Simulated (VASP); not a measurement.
Input of a VASP 6.6.1 run:

File INCAR:

```
ALGO = Normal ; EDIFF = 1E-6
EDIFFG = -0.04 ; ENCUT = 600
GGA = PE ; IBRION = 2
ISIF = 3 ; ISMEAR = 0
LASPH = T ; LCHARG = F
LREAL = F ; LWAVE = F
NELM = 60 ; NSW = 90
PREC = Accurate ; SIGMA = 0.1
```

KPOINTS

```
k-points
0
Gamma
  8 6 2
```

Contents of POSCAR:

```
Be3ReH
1.0
    2.4809040277      0.0000000000      0.0000000000
    0.0000000000      3.1340329622      0.0000000000
    0.0000000000      0.0000000000     11.6697136563
Be Re H
6 2 2
Direct
    0.5000000000      0.5000000000      0.5000000000
    0.5000000000      0.0000000000      0.0000000000
    0.0000000000      0.0000000000      0.5973854003
    0.0000000000      0.5000000000      0.0922555801
    0.0000000000      0.0000000000      0.4026145997
    0.0000000000      0.5000000000      0.9077444199
    0.5000000000      0.5000000000      0.7246317571
    0.5000000000      0.5000000000      0.2753682429
    0.5000000000      0.0000000000      0.8033132048
    0.5000000000      0.0000000000      0.1966867952
```

Potentials or basis: VASP PAW PBE potentials, release 64 (Be, Re, H).

Command:

```bash
$ cat potpaw_PBE.64/Be/POTCAR potpaw_PBE.64/Re/POTCAR potpaw_PBE.64/H/POTCAR > POTCAR
$ mpirun -np 1 vasp_std > vasp.out
```

(1) Estimate the band gap on the k mesh.

Results:

(1) zero (bands 14 and 15 overlap by 2.19 eV).

Caveat: the relaxation stopped at its first step, so nothing moved; spin-orbit coupling is left out, which moves the levels of the heavy elements.
